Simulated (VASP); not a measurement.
# Ir (P6_3/mmc) in VASP: notebook, part 2 of 2

VASP 6.6.1. Earlier steps stand in the parts before.

## Step 3: Elastic constants, PBEsol

This run uses another cell than the first one, of 13.86 Å³/atom.

INCAR

```
PREC = Accurate
ENCUT = 500
EDIFF = 1E-8
ISMEAR = -1
SIGMA = 0.15
LREAL = False
LASPH = True
NELM = 120
ALGO = Normal
ISIF = 3
LWAVE = False
LCHARG = False
GGA = PS
IBRION = 6
NFREE = 2
POTIM = 0.015
NSW = 1
GGA_COMPAT = False
```

KPOINTS

```
Automatic mesh
0
Gamma
  18 18 10
```

POSCAR

```
Ir
1.0
    2.7026939374      0.0000000000      0.0000000000
   -1.3513469687      2.3406016084      0.0000000000
    0.0000000000      0.0000000000      4.3820156764
Ir
2
Direct
    0.6666666667      0.3333333333      0.7500000000
    0.3333333333      0.6666666667      0.2500000000
```

Potentials or basis: VASP PAW PBE potentials, release 64 (Ir).

The run is started by

```console
cat potpaw_PBE.64/Ir/POTCAR > POTCAR
mpirun -np 1 vasp_std > vasp.out
```

OUTCAR:

```text
PREC = Accurate
   ENCUT = 500
   EDIFF = 1E-8
   ISMEAR = -1
   LREAL = False
   LASPH = True
   NELM = 120
   ISIF = 3
   GGA = PS
   IBRION = 6
   NFREE = 2
   POTIM = 0.015
   NSW = 1

 ion  position               nearest neighbor table
   1  0.667  0.333  0.750-   2 2.69   2 2.69   2 2.69   2 2.69   2 2.69   2 2.69
   2  0.333  0.667  0.250-   1 2.69   1 2.69   1 2.69   1 2.69   1 2.69   1 2.69

  LATTYP: Found a hexagonal cell.
 ALAT       =     2.7026939374
 C/A-ratio  =     1.6213510586

  Lattice vectors:

 A1 = (   2.7026939374,   0.0000000000,   0.0000000000)
 A2 = (  -1.3513469687,   2.3406016084,   0.0000000000)
 A3 = (   0.0000000000,   0.0000000000,   4.3820156764)

Analysis of symmetry for initial positions (statically):
=====================================================================
 Subroutine PRICEL returns:
 Original cell was already a primitive cell.

 Routine SETGRP: Setting up the symmetry group for a
 hexagonal supercell.

 Subroutine GETGRP returns: Found 24 space group operations
 (whereof 12 operations were pure point group operations)
 out of a pool of 24 trial point group operations.

The static configuration has the point symmetry D_3d.
 The point group associated with its full space group is D_6h.

[... 755 lines left out ...]
  external PRESSURE =      91.4972997 kB  Pullay stress =       0.0000000 kB
[... 17 lines left out ...]
  FREE ENERGIE OF THE ION-ELECTRON SYSTEM (eV)
  ---------------------------------------------------
  free  energy   TOTEN  =       -19.5515310232 eV

  energy  without entropy=      -19.3849680562  energy(sigma->0) =      -19.46824954

 INTERNAL STRAIN TENSORS FROM STRAINED CELLS
 ============================================

 INTERNAL STRAIN TENSOR FOR ION    1 for displacements in x,y,z  (eV/Angst):
          X           Y           Z          XY          YZ          ZX
  --------------------------------------------------------------------------------
  x     0.00000     0.00000     0.00000     2.03062     0.00000     0.00000
  y     2.02726    -2.02870    -0.00000    -0.00001     0.00000     0.00001
  z     0.00000    -0.00000     0.00000    -0.00000    -0.00514     0.00000

 INTERNAL STRAIN TENSORS FROM DISPLACED ATOMS
 ============================================

 INTERNAL STRAIN TENSOR FOR ION    1 for displacements in x,y,z  (eV/Angst):
          X           Y           Z          XY          YZ          ZX
  --------------------------------------------------------------------------------
  x     0.00000     0.00000     0.00000     2.02163     0.00000     0.00000
  y     2.02163    -2.02163    -0.00000     0.00000     0.00000     0.00000
  z    -0.00000    -0.00000     0.00000     0.00000    -0.00000     0.00000

 INTERNAL STRAIN TENSOR FOR ION    2 for displacements in x,y,z  (eV/Angst):
          X           Y           Z          XY          YZ          ZX
  --------------------------------------------------------------------------------
  x     0.00000     0.00000     0.00000    -2.02163     0.00000     0.00000
  y    -2.02163     2.02163     0.00000     0.00000     0.00000     0.00000
  z     0.00000     0.00000     0.00000     0.00000     0.00000     0.00000

 Eigenvectors and eigenvalues of the dynamical matrix
 ----------------------------------------------------

   1 f  =    6.449091 THz    40.520835 2PiTHz  215.118525 cm-1    26.671286 meV
             X         Y         Z           dx          dy          dz
      1.351347  0.780201  3.286512    -0.000000    0.000000    0.707107
     -0.000000  1.560401  1.095504     0.000000    0.000000   -0.707107
[... 16 lines left out ...]
   5 f  =    0.000000 THz     0.000000 2PiTHz    0.000000 cm-1     0.000000 meV
             X         Y         Z           dx          dy          dz
      1.351347  0.780201  3.286512    -0.000000    0.000000    0.707107
     -0.000000  1.560401  1.095504     0.000000    0.000000    0.707107

   6 f/i=    0.000000 THz     0.000000 2PiTHz    0.000000 cm-1     0.000000 meV
             X         Y         Z           dx          dy          dz
      1.351347  0.780201  3.286512    -0.706227   -0.035265   -0.000000
     -0.000000  1.560401  1.095504    -0.706227   -0.035265    0.000000

--------------------------------------------------------------------------------------------------------

 ELASTIC MODULI CONTR FROM IONIC RELAXATION (kBar)
 Direction    XX          YY          ZZ          XY          YZ          ZX
 --------------------------------------------------------------------------------
 XX         -41.7733     41.7733      0.0000      0.0000     -0.0000      0.0000
 YY          41.7733    -41.7733     -0.0000     -0.0000     -0.0000      0.0000
 ZZ           0.0000     -0.0000     -0.0000     -0.0000      0.0000      0.0000
 XY           0.0000     -0.0000     -0.0000    -41.7733      0.0000      0.0000
 YZ          -0.0000     -0.0000      0.0000      0.0000     -0.0000      0.0000
 ZX           0.0000      0.0000      0.0000      0.0000      0.0000      0.0000
 --------------------------------------------------------------------------------

 TOTAL ELASTIC MODULI (kBar)
 Direction    XX          YY          ZZ          XY          YZ          ZX
 --------------------------------------------------------------------------------
 XX        7140.8564   2499.3114   2827.8549      0.0000      0.0000      0.0000
 YY        2499.3114   7140.8564   2827.8549     -0.0000     -0.0000      0.0000
 ZZ        2827.8549   2827.8549   7125.4004      0.0000     -0.0000      0.0000
 XY           0.0000     -0.0000      0.0000   2320.7725     -0.0000     -0.0000
 YZ           0.0000     -0.0000     -0.0000     -0.0000   1116.8591      0.0000
 ZX          -0.0000      0.0000      0.0000      0.0000      0.0000   1116.8591
 --------------------------------------------------------------------------------
```

OSZICAR:

```text
N       E                     dE             d eps       ncg     rms          rms(c)
DAV:   1     0.151113485818E+03    0.15111E+03   -0.84847E+03  5772   0.136E+03
[... 190 lines left out ...]
DAV:   2    -0.195520274183E+02   -0.36615E-02   -0.41307E-02 10950   0.248E+00    0.133E-01
DAV:   3    -0.195517383120E+02    0.28911E-03   -0.10738E-03  9705   0.269E-01    0.844E-02
DAV:   4    -0.195515430568E+02    0.19526E-03   -0.65065E-04  9765   0.194E-01    0.184E-02
DAV:   5    -0.195515324163E+02    0.10641E-04   -0.44707E-05  9870   0.574E-02    0.728E-03
DAV:   6    -0.195515310174E+02    0.13989E-05   -0.90011E-06 10841   0.265E-02    0.152E-03
DAV:   7    -0.195515310332E+02   -0.15792E-07   -0.34751E-07 10070   0.533E-03    0.753E-04
DAV:   8    -0.195515310232E+02    0.99760E-08   -0.41058E-08  9798   0.197E-03
  17 F= -.19551531E+02 E0= -.19468250E+02  d E =-.166563E+00
```

It took 37 min on 1 thread of AMD EPYC 7R43 (Zen 3), shared host; peak memory 0.58 GiB.

What came out:

* Voigt bulk modulus: 419 GPa
* Highest phonon frequency at Γ: 215 cm⁻¹

Phonon frequencies in cm⁻¹ (negative: imaginary):
| q point | frequencies |
| --- | --- |
| (0.000, 0.000, 0.000) | 0 0 0 126 126 215 |

Elastic tensor in Voigt notation (GPa, in the Cartesian axes of the cell as first typed):
```
714 250 283   0   0   0
250 714 283   0   0   0
283 283 713   0   0   0
  0   0   0 112   0   0
  0   0   0   0 112   0
  0   0   0   0   0 232
```

Clamped-ion elastic tensor (GPa):
```
718 246 283   0   0   0
246 718 283   0   0   0
283 283 713   0   0   0
  0   0   0 112   0   0
  0   0   0   0 112   0
  0   0   0   0   0 236
```

Caveat: the cell is under stress, which shifts elastic constants; the PAW data sets were made with another functional, which shifts forces and pressure a little; spin-orbit coupling is left out, which moves the levels of the heavy elements.
